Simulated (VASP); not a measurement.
The system is TiO2.

```
CELL_PARAMETERS angstrom
1.47709 0.85280 6.88719
-1.47709 0.85280 6.88719
0.00000 -1.70560 6.88719
ATOMIC_POSITIONS crystal
Ti 0.00000 0.00000 0.00000
O 0.37953 0.37953 0.37953
O 0.62047 0.62047 0.62047
```

Base run:

| Item | Value |
| --- | --- |
| Program | VASP 6.6.1 |
| Functional | LDA |
| Potentials or basis | VASP PAW LDA potentials, release 64 (Ti_sv, O) |
| Cutoff | 520 eV |
| k mesh | 10 × 10 × 10 |
| Occupations | fermi-dirac, width 0.05 eV |
| Spin | no spin polarisation |

Its results: band gap on the k mesh 2.72 eV, indirect (least direct gap 2.88 eV); pressure -1.7 GPa; largest force 0.156 eV/Å.

Task: The run is repeated on the same cell with these changes: functional from LDA to PBEsol; potentials or basis from VASP PAW LDA potentials, release 64 (Ti_sv, O) to VASP PAW PBE potentials, release 64 (Ti_sv, O). What comes out?

Result: Band gap on the k mesh 2.77 eV, indirect (least direct gap 2.94 eV); pressure 1.5 GPa; largest force 0.218 eV/Å.

Caveats: the PAW data sets were made with another functional, which shifts forces and pressure a little (some runs).

A k mesh can miss the band edges.
